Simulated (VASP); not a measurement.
# BaTiO3 (P1) in VASP: single point with LDA

Aim: the single point of BaTiO3 with LDA.

Everything below comes from runs of VASP 6.6.1. Logs are shortened: lines on timing, memory, paths and dates and some standing lists are left out, and cuts for length are marked.

**1. The cell of the first run**

The typed cell holds 5 atoms: a = 4.079 Å, b = 3.967 Å, c = 3.966 Å, α = 89.93°, β = 90.31°, γ = 89.31°.

**2. Single point, LDA (equal xy, yz and zx shear strains of +2 %)**

INCAR reads:

```
SYSTEM = BaTiO3
  ALGO = Normal
  EDIFF = 1E-6
  ENCUT = 600
  GGA = CA
  GGA_COMPAT = .False.
  ISIF = 2
  ISMEAR = -1
  LASPH = .True.
  LCHARG = .False.
  LREAL = .False.
  LWAVE = .False.
  NBANDS = 28
  NELM = 120
  PREC = Accurate
  SIGMA = 0.05
```

KPOINTS reads:

```
k-points
0
Gamma
  9 9 9
  0 0 0
```

POSCAR reads:

```
BaTiO3
1.0
    2.8671710233      1.6840089696      2.3623338393
   -2.7881652917      1.6274556064      2.3057804761
   -0.0094737834     -3.2419326277      2.2850805086
Ba Ti O
1 1 3
Direct
    0.0000000000      0.0000000000      0.0000000000
    0.5140000000      0.5140000000      0.5140000000
    0.4916000000      0.4916000000      0.9815000000
    0.4916000000      0.9815000000      0.4916000000
    0.9815000000      0.4916000000      0.4916000000
```

Potentials or basis: VASP PAW LDA potentials, release 64 (Ba_sv, Ti_sv, O).

Command:

```
> cat potpaw_LDA.64/Ba_sv/POTCAR potpaw_LDA.64/Ti_sv/POTCAR potpaw_LDA.64/O/POTCAR > POTCAR
> mpirun -np 1 vasp_std > vasp.out
```

OUTCAR:

```text
SYSTEM = BaTiO3
   EDIFF = 1E-6
   ENCUT = 600
   GGA = CA
   ISIF = 2
   ISMEAR = -1
   LASPH = .True.
   LREAL = .False.
   NELM = 120
   PREC = Accurate

 ion  position               nearest neighbor table
   1  0.000  0.000  0.000-   5 2.76   4 2.79   5 2.80   5 2.81   3 2.82   3 2.83   3 2.83   4 2.85
                             5 2.86   4 2.86   4 2.89   3 2.91   2 3.38   2 3.41   2 3.43   2 3.45
   2  0.514  0.514  0.514-   4 1.86   3 1.86   5 1.91   3 2.12   4 2.12   5 2.18   1 3.38   1 3.41
                             1 3.43   1 3.45   1 3.48   1 3.49   1 3.52   1 3.57
   3  0.492  0.492  0.981-   2 1.86   2 2.12   1 2.82   1 2.83   1 2.83   1 2.91
   4  0.492  0.981  0.492-   2 1.86   2 2.12   1 2.79   1 2.85   1 2.86   1 2.89
   5  0.981  0.492  0.492-   2 1.91   2 2.18   1 2.76   1 2.80   1 2.81   1 2.86

  LATTYP: Found a triclinic cell.
 ALAT       =     5.6559018204
 B/A-ratio  =     0.7014360780
 C/A-ratio  =     0.7012735876
 COS(alpha) =     0.0012206235
 COS(beta)  =     0.0048005029
 COS(gamma) =     0.6928112928

  Lattice vectors:

 A1 = (   5.6553363150,   0.0565533632,   0.0565533632)
 A2 = (   2.7881652917,  -1.6274556064,  -2.3057804761)
 A3 = (   0.0094737834,   3.2419326277,  -2.2850805086)

Analysis of symmetry for initial positions (statically):
=====================================================================
 Subroutine PRICEL returns:
 Original cell was already a primitive cell.

 Routine SETGRP: Setting up the symmetry group for a
 triclinic supercell.

 Subroutine GETGRP returns: Found  1 space group operations
 (whereof  1 operations were pure point group operations)
 out of a pool of  2 trial point group operations.

The static configuration has the point symmetry C_1 .

Analysis of symmetry for dynamics (positions and initial velocities):
=====================================================================
 Subroutine PRICEL returns:
 Original cell was already a primitive cell.

 Routine SETGRP: Setting up the symmetry group for a
 triclinic supercell.

 Subroutine GETGRP returns: Found  1 space group operations
 (whereof  1 operations were pure point group operations)
 out of a pool of  2 trial point group operations.

The dynamic configuration has the point symmetry C_1 .

 Subroutine INISYM returns: Found  1 space group operations
 (whereof  1 operations are pure point group operations),
 and found     1 'primitive' translations

----------------------------------------------------------------------------------------

                                     Primitive cell

  volume of cell :      64.1773

  direct lattice vectors                    reciprocal lattice vectors
     2.867171023  1.684008970  2.362333839     0.174423948  0.098934375  0.141085197
    -2.788165292  1.627455606  2.305780476    -0.179294382  0.102436537  0.144587359
    -0.009473783 -3.241932628  2.285080509     0.000597744 -0.205643604  0.145869239

  length of vectors
     4.078869581  3.967253590  3.966334561     0.245187188  0.252081781  0.252125929

  position of ions in fractional coordinates (direct lattice)
     0.000000000  0.000000000  0.000000000
     0.514000000  0.514000000  0.514000000
     0.491600000  0.491600000  0.981500000
     0.491600000  0.981500000  0.491600000
     0.981500000  0.491600000  0.491600000

  ion indices of the primitive-cell ions
   primitive index   ion index
                 1           1
                 2           2
                 3           3
                 4           4
                 5           5

----------------------------------------------------------------------------------------

 KPOINTS: k-points

Automatic generation of k-mesh.
 Grid dimensions read from file:
 generate k-points for:    9    9    9

 Generating k-lattice:

  Cartesian coordinates                     Fractional coordinates (reciprocal lattice)
     0.019380439  0.010992708  0.015676133     0.111111111 -0.000000000  0.000000000
    -0.019921598  0.011381837  0.016065262     0.000000000  0.111111111  0.000000000
     0.000066416 -0.022849289  0.016207693    -0.000000000 -0.000000000  0.111111111

  Length of vectors
     0.027243021  0.028009087  0.028013992

  Shift w.r.t. Gamma in fractional coordinates (k-lattice)
     0.000000000  0.000000000  0.000000000

 Subroutine IBZKPT returns following result:
 ===========================================

 Found    365 irreducible k-points:

 Following reciprocal coordinates:
            Coordinates               Weight
  0.000000  0.000000  0.000000      1.000000
  0.111111  0.000000 -0.000000      2.000000
  0.222222  0.000000  0.000000      2.000000
  0.333333  0.000000  0.000000      2.000000
  0.444444  0.000000  0.000000      2.000000
  0.000000  0.111111  0.000000      2.000000
[... 16 lines left out ...]
 -0.111111  0.222222  0.000000      2.000000
 -0.000000  0.333333 -0.000000      2.000000
 [... further k-points ...]
   k-points           NKPTS =    365   k-points in BZ     NKDIM =    365   number of bands    NBANDS=     28
   number of dos      NEDOS =    301   number of ions     NIONS =      5
   total plane-waves  NPLWV =  36864
   dimension x,y,z NGX =    36 NGY =   32 NGZ =   32
   dimension x,y,z NGXF=    72 NGYF=   64 NGZF=   64
   ions per type =               1   1   3
   NGX,Y,Z   is equivalent  to a cutoff of  14.67, 13.41, 13.41 a.u.
   NGXF,Y,Z  is equivalent  to a cutoff of  29.35, 26.82, 26.83 a.u.
 SYSTEM =  BaTiO3
   PREC   = accura    normal or accurate (medium, high low for compatibility)
   ISTART =      0    job   : 0-new  1-cont  2-samecut
   ICHARG =      2    charge: 1-file 2-atom 10-const
   ISPIN  =      1    spin polarized calculation?
   LNONCOLLINEAR =      F non collinear calculations
   LSORBIT =      F    spin-orbit coupling
   LASPH  =      T    aspherical Exc in radial PAW
   ENCUT  =  600.0 eV  44.10 Ry    6.64 a.u.   8.15  7.92  7.92*2*pi/ulx,y,z
   NELM   =    120;   NELMIN=  2; NELMDL= -5     # of ELM steps
   EDIFF  = 0.1E-05   stopping-criterion for ELM
   LREAL  =      F    real-space projection
   EDIFFG = 0.1E-04   stopping-criterion for IOM
   NSW    =      0    number of steps for IOM
   IBRION =     -1    ionic relax: 0-MD 1-quasi-New 2-CG
   NFREE  =      0    steps in history (QN), initial steepest desc. (CG)
   ISIF   =      2    stress and relaxation
   ISYM   =      2    0-nonsym 1-usesym 2-fastsym
   POTIM  = 0.5000    time-step for ionic-motion
   TEBEG  =    0.0;   TEEND  =   0.0 temperature during run
   PSTRESS=    0.0 pullay stress
   NELECT =      40.0000    total number of electrons
   NUPDOWN=      -1.0000    fix difference up-down
   EMIN   =  10.00;   EMAX   =-10.00  energy-range for DOS
   EFERMI =   0.00;   METHOD = LEGACY
   ISMEAR =    -1;   SIGMA  =   0.05  broadening in eV -4-tet -1-fermi 0-gaus
   EFERMI_NEDOS =   21; number of points for ismear=-14 and -15
   IALGO  =     38    algorithm
   IMIX   =      4    mixing-type and parameters
     AMIX     =   0.40;   BMIX     =  1.00
     AMIX_MAG =   1.60;   BMIX_MAG =  1.00
  volume/ion in A,a.u.               =      12.84        86.62
  Fermi-wavevector in a.u.,A,eV,Ry     =   1.398410  2.642611 26.606868  1.955550
  Thomas-Fermi vector in A             =   2.521570
   LORBIT       =      0    0 simple, 1 ext, 2 COOP (PROOUT), +10 PAW based schemes
   GGA     = CA    functional components
   LHFCALC =     F    Hartree Fock is set to
   AEXX    =    0.0000 exact exchange contribution
   IVDW    =     0    specifies the selected vdW correction
   LEPSILON=     F    determine dielectric tensor
   LRPA    =     F    only Hartree local field effects (RPA)
 non-spin polarized calculation
  energy-cutoff  :      600.00
  volume of cell :       64.18
 maximum number of plane-waves:      2171
 NGX is ok and might be reduce to    36
   NGX = 17   NGY = 15   NGZ = 15

 number of electron      40.0000008 magnetization

 Free energy of the ion-electron system (eV)
  ---------------------------------------------------
  ext. energy  EPLUGINS =         0.00000000
  ---------------------------------------------------
  free energy    TOTEN  =       -44.12352741 eV

  energy without entropy =      -44.12352741  energy(sigma->0) =      -44.12352741

 E-fermi :   4.5012     XC(G=0): -11.7169

 val. band max:        3.4412140901   @ k =   0.4444  -0.4444   0.4444
 cond. band min:       5.7072716290   @ k =   0.0000   0.0000   0.0000
 fundamental gap:      2.2660575389
 Fermi energy:         4.5011953782

 k-point     1 :       0.0000    0.0000    0.0000
  band No.  band energies     occupation
      1     -52.0958      2.00000
      2     -28.7672      2.00000
      3     -28.7604      2.00000
      4     -28.7361      2.00000
      5     -21.1894      2.00000
      6     -13.0757      2.00000
[... 20 lines left out ...]
     27       8.5162      0.00000
     28      10.6528      0.00000

 k-point     2 :       0.1111    0.0000   -0.0000
  band No.  band energies     occupation
      1     -52.0957      2.00000
      2     -28.7672      2.00000
      3     -28.7603      2.00000
      4     -28.7410      2.00000
      5     -21.1771      2.00000
      6     -13.0993      2.00000
[... 20 lines left out ...]
     27       8.7420      0.00000
     28      10.9304      0.00000

 k-point     3 :       0.2222    0.0000    0.0000
  band No.  band energies     occupation
      1     -52.0955      2.00000
      2     -28.7678      2.00000
      3     -28.7602      2.00000
      4     -28.7526      2.00000
      5     -21.1454      2.00000
      6     -13.1781      2.00000
[... 20 lines left out ...]
     27       9.3522      0.00000
     28      11.7124      0.00000

 k-point     4 :       0.3333    0.0000    0.0000
  band No.  band energies     occupation
      1     -52.0952      2.00000
      2     -28.7735      2.00000
      3     -28.7626      2.00000
      4     -28.7581      2.00000
      5     -21.1088      2.00000
      6     -13.2885      2.00000
[... 578 lines left out ...]
     27      10.2614      0.00000
     28      11.8353      0.00000

 k-point    23 :      -0.1111    0.2222    0.0000
  band No.  band energies     occupation
      1     -52.0952      2.00000
      2     -28.7906      2.00000
      3     -28.7607      2.00000
      4     -28.7405      2.00000
      5     -21.1254      2.00000
      6     -13.0982      2.00000
[... 20 lines left out ...]
     27       9.6414      0.00000
     28      11.7355      0.00000

 k-point    24 :      -0.0000    0.3333   -0.0000
  band No.  band energies     occupation
      1     -52.0948      2.00000
      2     -28.8111      2.00000
      3     -28.7602      2.00000
      4     -28.7348      2.00000
      5     -21.0922      2.00000
      6     -13.1985      2.00000
[... 20 lines left out ...]
     27      10.2499      0.00000
     28      11.7030      0.00000

 [... further k-points ...]

------------------------ aborting loop because EDIFF is reached ----------------------------------------

  FORCE on cell =-STRESS in cart. coord.  units (eV):
  Direction    XX          YY          ZZ          XY          YZ          ZX
  --------------------------------------------------------------------------------------
  -------------------------------------------------------------------------------------
  Total       -1.4370575     -1.5827992     -1.6100513     -0.8264753     -0.7960773     -0.7254085
  in kB      -35.8759601    -39.5143817    -40.1947262    -20.6328512    -19.8739694    -18.1097321
  external PRESSURE =     -38.5283560 kB  Pullay stress =       0.0000000 kB

 VOLUME and BASIS-vectors are now :
 -----------------------------------------------------------------------------
  energy-cutoff  :      600.00
  volume of cell :       64.18
      direct lattice vectors                 reciprocal lattice vectors
     2.867171023  1.684008970  2.362333839     0.174423948  0.098934375  0.141085197
    -2.788165292  1.627455606  2.305780476    -0.179294382  0.102436537  0.144587359
    -0.009473783 -3.241932628  2.285080509     0.000597744 -0.205643604  0.145869239

 POSITION                                       TOTAL-FORCE (eV/Angst)
 -----------------------------------------------------------------------------------
      0.00000      0.00000      0.00000         0.018173      0.009043      0.099694
      0.03574      0.03574      3.57394         0.266019      0.176729     -0.030861
      0.02954     -1.55404      4.53765         0.025411     -0.228556      0.025499
     -1.33174      0.83147      4.54779        -0.201510      0.126879      0.031108
      1.43881      0.85918      4.57550        -0.108093     -0.084095     -0.125440
 -----------------------------------------------------------------------------------
    total drift:                                0.000068      0.000105     -0.000215

  FREE ENERGIE OF THE ION-ELECTRON SYSTEM (eV)
  ---------------------------------------------------
  free  energy   TOTEN  =       -44.1235274122 eV

  energy  without entropy=      -44.1235274122  energy(sigma->0) =      -44.12352741
```

Wall time 7.8 min (1 thread of Intel Xeon Platinum 8488C (Sapphire Rapids), shared host); peak memory 0.79 GiB.

What came out:

| Item | Value |
| --- | --- |
| Free energy | -44.1235 eV |
| Pressure | -3.9 GPa |
| Largest force | 0.321 eV/Å |
| Band gap on the k mesh | 2.27 eV (least direct gap 2.60 eV) |

Forces in eV/Å, atoms in the order of the input:
```
Ba   0.018  0.009  0.100
Ti   0.266  0.177 -0.031
O    0.025 -0.229  0.025
O   -0.202  0.127  0.031
O   -0.108 -0.084 -0.125
```

Levels at points of the mesh, in eV from the valence-band top:
```tsv
k point	band 18	band 19	band 20	band 21	band 22	band 23
(0.00, 0.00, 0.00)	-0.51	-0.38	-0.33	2.27	2.29	2.44
```

Caveat: the cell differs from its parent crystal (equal xy, yz and zx shear strains of +2 %); the cell stands under tension; spin-orbit coupling is left out, which moves the levels of the heavy elements. A k mesh can miss the band edges.
